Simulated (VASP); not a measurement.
A run of VASP 6.6.1 is set up as follows.

INCAR

```
SYSTEM = Ag
  ALGO = Normal
  EDIFF = 1E-6
  ENCUT = 520
  GGA = PS
  ISIF = 2
  ISMEAR = 0
  LASPH = .True.
  LCHARG = .False.
  LREAL = .False.
  LWAVE = .False.
  NBANDS = 30
  NELM = 100
  PREC = Accurate
  SIGMA = 0.1
```

KPOINTS

```
k-points
0
Gamma
  4 4 4
  0 0 0
```

Contents of POSCAR:

```
Ag
1.0
    2.3492841019     -2.3544154242      0.0000000000
    2.3492841019      2.3544154242      0.0000000000
    0.0000000000      0.0000000000      6.0254576025
Ag
4
Direct
    0.2496480406      0.7503519594      0.1251183622
    0.7496480406      0.2503519594      0.3748816378
    0.7503519594      0.2496480406      0.8748816378
    0.2503519594      0.7496480406      0.6251183622
```

Potentials or basis: VASP PAW PBE potentials, release 64 (Ag).

Launch:

```bash
$ cat potpaw_PBE.64/Ag/POTCAR > POTCAR
$ mpirun -np 1 vasp_std > vasp.out
```

What does it give for the largest force?

0.012 eV/Å.

What does it give for the pressure?

-0.1 GPa.

Forces in eV/Å, atoms in the order of the input:
```
Ag   0.000 -0.010 -0.007
Ag   0.000 -0.010  0.007
Ag   0.000  0.010  0.007
Ag   0.000  0.010 -0.007
```

Caveat: the k points lie up to 0.47 Å⁻¹ apart; the PAW data sets were made with another functional, which shifts forces and pressure a little.
